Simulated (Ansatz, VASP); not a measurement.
## Two plane-wave programs on TaN

POSCAR

```
TaN
1.0
    3.0555188128      0.0000000000      0.0000000000
   -1.5277594064      2.4426063818      0.0000000000
    0.0000000000      0.0000000000      2.8830000000
Ta N
1 1
Direct
    0.3333333333      0.6666666667      0.5000000000
    0.0000000000      0.0000000000      0.0000000000
```

INCAR.step1

```
SYSTEM = TaN
PREC = Accurate ; ENCUT = 520
ISMEAR = 0 ; SIGMA = 0.15
LREAL = .False. ; LASPH = .True.
NELM = 60 ; NBANDS = 15
GGA = PE ; ALGO = Normal
EDIFF = 1E-4 ; LWAVE = .True.
LCHARG = .False.
```

The input INCAR.step2:

```
SYSTEM = TaN
PREC = Accurate ; ENCUT = 520
EDIFF = 1E-7 ; ISMEAR = 0
SIGMA = 0.15 ; LREAL = .False.
LASPH = .True. ; NELM = 60
ALGO = Normal ; ISIF = 2
LWAVE = .False. ; LCHARG = .False.
METAGGA = R2SCAN ; LMIXTAU = .True.
NBANDS = 15 ; ISTART = 1
```

KPOINTS

```
Automatic mesh
0
Gamma
  18 18 16
  0 0 0
```

Input for Ansatz:

```yaml
crystal:
  lattice:
    - [3.0555188128, 0.0, 0.0]
    - [-1.5277594064, 2.4426063818, 0.0]
    - [0.0, 0.0, 2.883]
  atoms:
    - { symbol: Ta, position: [0.3333333333, 0.6666666667, 0.5] }
    - { symbol: "N", position: [0.0, 0.0, 0.0] }
basis:
  ecutwfc: 500
kpoints:
  mp_grid: { grid: [18, 18, 16] }
hamiltonian:
  xc: r2scan
scf:
  occupations: { method: gaussian, width: 0.15 }
output:
  forces: true
  stress: true
  eigenvalues: true
```

Change from the starting cell: strain +0.0400 x Voigt [1, -1, 0, 0, 0, 0], atoms carried along.

Alike in both runs: task single point; functional r2SCAN; k mesh 18 × 18 × 16; occupations gaussian, width 0.15 eV; no spin polarisation.

|  | VASP | Ansatz |
| --- | --- | --- |
| version | VASP 6.6.1 | Ansatz 0.2.0 |
| potentials or method | VASP PAW PBE potentials, release 64 (Ta_pv, N), cutoff 520 eV | scalar-relativistic, plane waves, PAW |
| valence electrons in the cell | 16 | 18 |

Ansatz gave:

| Item | Value |
| --- | --- |
| gap on the k mesh at the Fermi level (eV) | none |
| pressure (GPa) | 1.5 |
| traceless stress, the component that is largest in VASP (GPa) | 19.14 |
| rms of the force components (eV/Å) | 0.099 |

Q: What did VASP give for the same quantities?

A: gap on the k mesh at the Fermi level (eV): none; pressure (GPa): 3.1; traceless stress, the component that is largest in VASP (GPa): 19.06; rms of the force components (eV/Å): 0.106.

VASP's potentials were made for PBE, not for r2SCAN. Atom by atom the forces differ by 0.006 eV/Å (rms over components). A gap of «none» marks a metal or a gap that the smearing closes. The functional is the same, so the differences come from potentials, cutoffs and numerics. VASP's potentials hold 16 valence electrons a cell and Ansatz's 18, so a difference there can come from the potentials and not from the codes.

Neither program's run includes spin-orbit coupling.
